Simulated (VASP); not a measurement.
A run of VASP 6.6.1 is set up as follows.

The input POSCAR:

```
Ge
1.0
    0.0000000000      2.8368735121      2.8368735121
    2.8368735121      0.0000000000      2.8368735121
    2.8368735121      2.8368735121      0.0000000000
Ge
2
Direct
    0.0000000000      0.0000000000      0.0000000000
    0.2500000000      0.2500000000      0.2500000000
```

File INCAR.step1:

```
SYSTEM = Ge
  PREC = Accurate
  ENCUT = 520
  ISMEAR = -1
  SIGMA = 0.02
  LREAL = .FALSE.
  LASPH = .TRUE.
  NELM = 100
  NBANDS = 21
  GGA = PE
  ALGO = Normal
  EDIFF = 1E-4
  LWAVE = .TRUE.
  LCHARG = .FALSE.
```

INCAR.step2

```
SYSTEM = Ge
  PREC = Accurate
  ENCUT = 520
  EDIFF = 1E-7
  ISMEAR = -1
  SIGMA = 0.02
  LREAL = .FALSE.
  LASPH = .TRUE.
  NELM = 100
  ALGO = Normal
  ISIF = 2
  LWAVE = .FALSE.
  LCHARG = .TRUE.
  METAGGA = R2SCAN
  LMIXTAU = .TRUE.
  LELF = .TRUE.
  LVHAR = .TRUE.
  NBANDS = 21
  ISTART = 1
```

KPOINTS

```
regular mesh
0
G
  6 6 6
  0 0 0
```

Potentials or basis: VASP PAW PBE potentials, release 64 (Ge_d).

Run with:

```bash
$ cat potpaw_PBE.64/Ge_d/POTCAR > POTCAR
$ cp INCAR.step1 INCAR
$ mpirun -np 1 vasp_std > vasp.out
$ cp INCAR.step2 INCAR
$ mpirun -np 1 vasp_std > vasp.out
```

(1) What does it give for the band gap on the k mesh?

(2) Predict the pressure.

Results:

(1) 0.32 eV, direct.

(2) 0.0 GPa.

Caveat: the PAW data sets were made with another functional, which shifts forces and pressure a little.
